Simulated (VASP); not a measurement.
Rh, 2 atoms in the cell. Symmetry: P6_3/mmc, No. 194, hexagonal system. Conventional cell: a = 2.670 Å, b = 2.670 Å, c = 4.175 Å, α = 90.00°, β = 90.00°, γ = 120.00°. Rh (site symmetry -6m2) has 12 Rh at 2.59 to 2.67 Å within 3.4 Å. This isn't the form of Rh at room conditions, which is fcc.

| Item | Value |
| --- | --- |
| Program | VASP 6.6.1 |
| Task | single point |
| Functional | PBE |
| Potentials or basis | VASP PAW PBE potentials, release 64 (Rh_pv) |
| Cutoff | 520 eV |
| k mesh | 18 × 18 × 10 |
| Occupations | gaussian, width 0.15 eV |
| Spin | no spin polarisation |
| Dipole correction | no |
| Further INCAR settings | ALGO = Normal; EDIFF = 1e-07; NBANDS = 22 |

Potentials or basis: VASP PAW PBE potentials, release 64 (Rh_pv).

The run is started by

```console
$ cat potpaw_PBE.64/Rh_pv/POTCAR > POTCAR
$ mpirun -np 1 vasp_std > vasp.out
```

Hardware: 1 thread of Intel(R) Xeon(R) 6975P-C (Granite Rapids) (shared host).

Problem. How long does it take, and how much memory?

Solution. Run time: 37 s on 1 thread of Intel(R) Xeon(R) 6975P-C (Granite Rapids), with other jobs on the host, peak memory 0.21 GiB. Counts: scf iterations 13, k points 222.
